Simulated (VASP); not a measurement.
Wanted: the native input for a VASP 6.6.1 run.

```yaml
Task: single point
Functional: revPBE
Potentials_or_basis: VASP PAW PBE potentials, release 64 (Se)
Cutoff: 520 eV
k_mesh: 10 × 10 × 10
Occupations: fermi-dirac, width 0.1 eV
Spin: no spin polarisation
Dipole_correction: no
Further_INCAR_settings: ALGO = Normal; EDIFF = 1e-06; NBANDS = 13
```

The structure of Se lies in POSCAR:

```
Se
1.0
    0.0000000000      3.2383842261      3.2383842261
    3.2383842261      0.0000000000      3.2383842261
    3.2383842261      3.2383842261      0.0000000000
Se
2
Direct
    0.1250000000      0.1250000000      0.1250000000
    0.8750000000      0.8750000000      0.8750000000
```

This cell differs from its parent crystal: volume scaled by 1.04.

These files were run (other wordings do the same):

INCAR

```
SYSTEM = Se
  ALGO = Normal
  EDIFF = 1E-6
  ENCUT = 520
  GGA = RE
  ISIF = 2
  ISMEAR = -1
  LASPH = .True.
  LCHARG = .False.
  LREAL = .False.
  LWAVE = .False.
  NBANDS = 13
  NELM = 100
  PREC = Accurate
  SIGMA = 0.1
```

KPOINTS

```
k-points
0
Gamma
  10 10 10
  0 0 0
```

Potentials or basis: VASP PAW PBE potentials, release 64 (Se).

Run with:

```sh
$ cat potpaw_PBE.64/Se/POTCAR > POTCAR
$ mpirun -np 1 vasp_std > vasp.out
```

It gave:

| Quantity | Value |
| --- | --- |
| Pressure | -1.3 GPa |
| Band gap on the k mesh | zero (band 6 reaches 1.84 eV, above the bottom of band 7 at 0.87 eV) |

Caveat: the PAW data sets were made with another functional, which shifts forces and pressure a little.

It took 37 s on 1 thread of Intel Xeon 6975P-C, on a shared host, peak memory 0.21 GiB.
